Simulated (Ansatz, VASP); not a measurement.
## One calculation of LiF, two programs

```
CELL_PARAMETERS angstrom
0.00000 2.02037 2.02037
2.02037 0.00000 2.02037
2.02037 2.02037 0.00000
ATOMIC_POSITIONS crystal
Li 0.00000 0.00000 0.00000
F 0.50000 0.50000 0.50000
```

Alike in both runs: task single point; functional PBE; k mesh 14 × 14 × 14; occupations gaussian, width 0.05 eV; no spin polarisation.

```csv
,VASP,Ansatz
version,VASP 6.6.1,Ansatz 0.2.0
potentials or method,"VASP PAW PBE potentials, release 64 (Li_sv, F), cutoff 520 eV","scalar-relativistic, plane waves, PAW"
valence electrons in the cell,10,10
```

|  | VASP | Ansatz | Ansatz less VASP |
| --- | --- | --- | --- |
| gap on the k mesh at the Fermi level (eV) | 9.00 | 9.00 | +0.002 |
| least direct gap on the mesh (eV) | 9.00 | 9.01 | +0.002 |

Noted on VASP's run: the cutoff is short for stress, so the pressure is rough.
